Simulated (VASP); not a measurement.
## BePd: single point with LDA

BePd:

```
Be Pd
1.0
     2.81300    0.02813    0.02813
     0.02813    2.81300    0.02813
     0.02813    0.02813    2.81300
Be Pd
1 1
Direct
  0.00000 0.00000 0.00000
  0.50000 0.50000 0.50000
```

This cell differs from its parent crystal: equal xy, yz and zx shear strains of +2 %.

| Item | Value |
| --- | --- |
| Program | VASP 6.6.1 |
| Task | single point |
| Functional | LDA |
| Potentials or basis | VASP PAW LDA potentials, release 64 (Be, Pd) |
| Cutoff | 520 eV |
| k mesh | 12 × 12 × 12 |
| Occupations | fermi-dirac, width 0.08 eV |
| Spin | no spin polarisation |

```yaml
Pressure: -7.2 GPa
Band_gap_on_the_k_mesh: zero (band 6 reaches 14.30 eV, above the bottom of band 7 at 8.41 eV)
```

Stress tensor (GPa, compression positive):
```
-7.23 -1.24 -1.24
-1.24 -7.23 -1.24
-1.24 -1.24 -7.23
```

Levels at points of the mesh, in eV from the Fermi level:
```
           k point  band 4  band 5  band 6  band 7  band 8  band 9
(0.00, 0.00, 0.00)   -2.36   -2.36   -2.27    5.24    5.24    5.41
(0.50, 0.00, 0.00)   -3.95   -3.82   -2.19   -0.02   10.00   10.17
(0.50, 0.50, 0.00)   -3.34   -1.98   -1.72   -1.29    5.37    6.19
(0.50, 0.50, 0.50)   -1.22   -1.22    4.60    5.40    5.77    5.77
```

Run time: 23 s on 1 thread of Intel(R) Xeon(R) Platinum 8259CL CPU @ 2.50GHz (Skylake/Cascade Lake) (shared host), peak memory 0.18 GiB.

Caveat: the cell differs from its parent crystal (equal xy, yz and zx shear strains of +2 %).
